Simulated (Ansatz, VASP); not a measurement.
# WSe2 in VASP and in Ansatz

Contents of INCAR:

```
SYSTEM = WSe2
PREC = Accurate
ENCUT = 520
EDIFF = 1E-6
ISMEAR = 0
SIGMA = 0.05
LREAL = .FALSE.
LASPH = .TRUE.
NELM = 60
ALGO = Normal
ISIF = 2
LWAVE = .FALSE.
LCHARG = .FALSE.
LDIPOL = .TRUE.
IDIPOL = 3
DIPOL = 0.5 0.5 0.399
GGA = PE
IVDW = 12
NBANDS = 35
```

The input KPOINTS:

```
Automatic mesh
0
G
  9 9 1
  0 0 0
```

Contents of POSCAR:

```
WSe2
1.0
    3.2854929709      0.0000000000      0.0000000000
   -1.6427464855      2.8453203767      0.0000000000
    0.0000000000      0.0000000000     24.2386466774
Se W
4 2
Direct
    0.3333333333      0.6666666667      0.1856539294
    0.3333333333      0.6666666667      0.3246601777
    1.0000000000      0.0000000000      0.4735958856
    1.0000000000      0.0000000000      0.6126021339
    0.6666666667      0.3333333333      0.2551570536
    0.6666666667      0.3333333333      0.5430990097
```

Input for Ansatz:

```yaml
crystal:
  lattice:
    - [3.2854929709, 0.0, 0.0]
    - [-1.6427464855, 2.8453203767, 0.0]
    - [0.0, 0.0, 24.2386466774]
  atoms:
    - { symbol: Se, position: [0.3333333333, 0.6666666667, 0.1856539294] }
    - { symbol: W, position: [0.6666666667, 0.3333333333, 0.2551570536] }
    - { symbol: Se, position: [0.3333333333, 0.6666666667, 0.3246601777] }
    - { symbol: Se, position: [1.0, 0.0, 0.4735958856] }
    - { symbol: W, position: [0.6666666667, 0.3333333333, 0.5430990097] }
    - { symbol: Se, position: [1.0, 0.0, 0.6126021339] }
basis:
  ecutwfc: 420
kpoints:
  mp_grid: { grid: [9, 9, 1] }
hamiltonian:
  xc: pbe
  pseudopotentials: { kind: paw, azcp: { folder: soft_1 } }
  dispersion: d3bj
scf:
  occupations: { method: gaussian, width: 0.05 }
output:
  forces: true
  eigenvalues: true
efield:
  axis: 3
  dipole_correction: true
  ramp_width: 0.04
```

Alike in both runs: task single point; functional PBE; dispersion D3(BJ); k mesh 9 × 9 × 1; occupations gaussian, width 0.05 eV; no spin polarisation.

```csv
,VASP,Ansatz
version,VASP 6.6.1,Ansatz 0.2.0
potentials or method,"VASP PAW PBE potentials, release 64 (Se, W_sv), cutoff 520 eV","scalar-relativistic, plane waves, PAW"
valence electrons in the cell,52,92
```

Ansatz gave:

```
gap on the k mesh at the Fermi level (eV) : 1.58
least direct gap on the mesh (eV)         : 1.67
rms of the force components (eV/Å)        : 0.027
```

Q: Which values does VASP return?

A: gap on the k mesh at the Fermi level (eV): 1.58; least direct gap on the mesh (eV): 1.67; rms of the force components (eV/Å): 0.043.

VASP's potentials hold 52 valence electrons a cell and Ansatz's 92, so a difference there can come from the potentials and not from the codes.

Spin-orbit coupling is off throughout.
